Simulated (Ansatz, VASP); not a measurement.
**Two plane-wave programs on SrTiO3**

Contents of INCAR:

```
PREC = Accurate ; ENCUT = 520
EDIFF = 1E-7 ; ISMEAR = 0
SIGMA = 0.02 ; LREAL = False
LASPH = True ; NELM = 150
ALGO = Normal ; ISIF = 2
LWAVE = False ; LCHARG = False
LMAXMIX = 4 ; LDAU = True
LDAUTYPE = 2 ; LDAUL = -1 2 -1
LDAUU = 0 4 0 ; LDAUJ = 0 0 0
LDAUPRINT = 1 ; GGA = PE
NBANDS = 28
```

KPOINTS

```
regular mesh
0
Gamma
  8 8 8
```

File POSCAR:

```
SrTiO3
1.0
    3.7824478287      0.0000000000      0.0000000000
    0.0000000000      3.7824478287      0.0000000000
    0.0000000000      0.0000000000      3.7824478287
Sr Ti O
1 1 3
Direct
    0.5000000000      0.5000000000      0.5000000000
    0.0000000000      0.0000000000      0.0000000000
    0.5000000000      0.0000000000      0.0000000000
    0.0000000000      0.5000000000      0.0000000000
    0.0000000000      0.0000000000      0.5000000000
```

Input for Ansatz:

```yaml
crystal:
  lattice:
    - [3.7824478287, 0.0, 0.0]
    - [0.0, 3.7824478287, 0.0]
    - [0.0, 0.0, 3.7824478287]
  atoms:
    - { symbol: Sr, position: [0.5, 0.5, 0.5] }
    - { symbol: Ti, position: [0.0, 0.0, 0.0] }
    - { symbol: O, position: [0.5, 0.0, 0.0] }
    - { symbol: O, position: [0.0, 0.5, 0.0] }
    - { symbol: O, position: [0.0, 0.0, 0.5] }
basis:
  ecutwfc: 420
kpoints:
  mp_grid: { grid: [8, 8, 8] }
hamiltonian:
  xc: pbe
  hubbard: { sites: [{ species: Ti, l: d, u_eff: 4.0 }] }
scf:
  occupations: { method: gaussian, width: 0.02 }
output:
  forces: true
  stress: true
  eigenvalues: true
```

Alike in both runs: task single point; functional PBE; k mesh 8 × 8 × 8; occupations gaussian, width 0.02 eV; no spin polarisation; Hubbard terms Ti d U = 4.0 eV.

|  | VASP | Ansatz |
| --- | --- | --- |
| version | VASP 6.6.1 | Ansatz 0.2.0 |
| potentials or method | VASP PAW PBE potentials, release 64 (Sr_sv, Ti_sv, O), cutoff 520 eV | scalar-relativistic, plane waves, PAW |
| valence electrons in the cell | 40 | 40 |

|  | VASP | Ansatz | Ansatz less VASP |
| --- | --- | --- | --- |
| gap on the k mesh at the Fermi level (eV) | 2.58 | 2.59 | +0.005 |
| least direct gap on the mesh (eV) | 2.94 | 2.93 | -0.009 |

The programs project onto different local orbitals, so the same U acts differently, and such runs can settle in different states.
